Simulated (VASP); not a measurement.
Sb: single point with HSE06

The system is Sb.

```xyz
1
Lattice="-1.8713 1.8713 1.8713 1.8713 -1.8713 1.8713 1.8713 1.8713 -1.8713" Properties=species:S:1:pos:R:3 pbc="T T T"
Sb    0.0000    0.0000    0.0000
```

```json
{
  "Program": "VASP 6.6.1",
  "Task": "single point",
  "Functional": "HSE06",
  "Potentials or basis": "VASP PAW PBE potentials, release 64 (Sb)",
  "Cutoff": "520 eV",
  "k mesh": "4 × 4 × 4",
  "Occupations": "fermi-dirac, width 0.05 eV",
  "Spin": "non-collinear spin, zero start, spin-orbit coupling",
  "Starting moments": "[[0.0, 0.0, 0.0]] μB",
  "Dipole correction": "no",
  "Grid for exact exchange (PRECFOCK)": "Normal",
  "Further INCAR settings": "ALGO = Normal; EDIFF = 1e-06; NBANDS = 16",
  "Screening parameter": "0.2079 1/Å"
}
```

```json
{
  "Pressure": "-3.7 GPa",
  "Net moment": "0.00 μB per cell",
  "Valence electrons inside the program's atomic spheres": "Sb 2.48"
}
```

Moments on the atoms (μB; x, y, z):
```
Sb  0.00 0.00 0.00
```

It took 3.4 min on 1 thread of Intel(R) Xeon(R) Platinum 8488C (Sapphire Rapids), on a shared host, peak memory 0.3 GiB.

Caveat: the k points lie up to 0.59 Å⁻¹ apart; the PAW data sets were made with another functional, which shifts forces and pressure a little.
